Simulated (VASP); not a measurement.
As:

```
CELL_PARAMETERS angstrom
0.00000 2.82641 2.82641
2.82641 0.00000 2.82641
2.82641 2.82641 0.00000
ATOMIC_POSITIONS crystal
As 0.50000 0.50000 0.50000
As 0.75000 0.75000 0.75000
```

```yaml
Program: VASP 6.6.1
Task: relaxation of cell and atoms
Functional: PBE
Potentials_or_basis: VASP PAW PBE potentials, release 64 (As)
Cutoff: 600 eV
k_mesh: 6 × 6 × 6
Occupations: gaussian, width 0.1 eV
Spin: no spin polarisation
```

At the start: pressure 18.9 GPa; volume 22.58 Å³/atom.

Question: How do energy, volume and symmetry change on relaxing?

Answer: Over 3 steps the energy falls by 308.6 meV/atom and the volume is 28.86 Å³/atom (+27.8 %); space group Fd-3m (No. 227, to 0.05 Å).

The path:
```csv
step,energy change (eV),largest force (eV/Å),pressure (GPa),volume (Å³)
1,0.0000,0.0000,18.91,45.16
2,-0.5076,0.0000,-4.51,64.91
3,-0.6172,0.0000,0.06,57.72
```

Final structure:
```yaml
crystal:
  lattice:
    - [0.00000, 3.06740, 3.06740]
    - [3.06740, 0.00000, 3.06740]
    - [3.06740, 3.06740, 0.00000]
  atoms:
    - { symbol: As, position: [0.50000, 0.50000, 0.50000] }
    - { symbol: As, position: [0.75000, 0.75000, 0.75000] }
```

Caveat: the volume moved by over 15 % at a fixed basis, so the end points are rough.
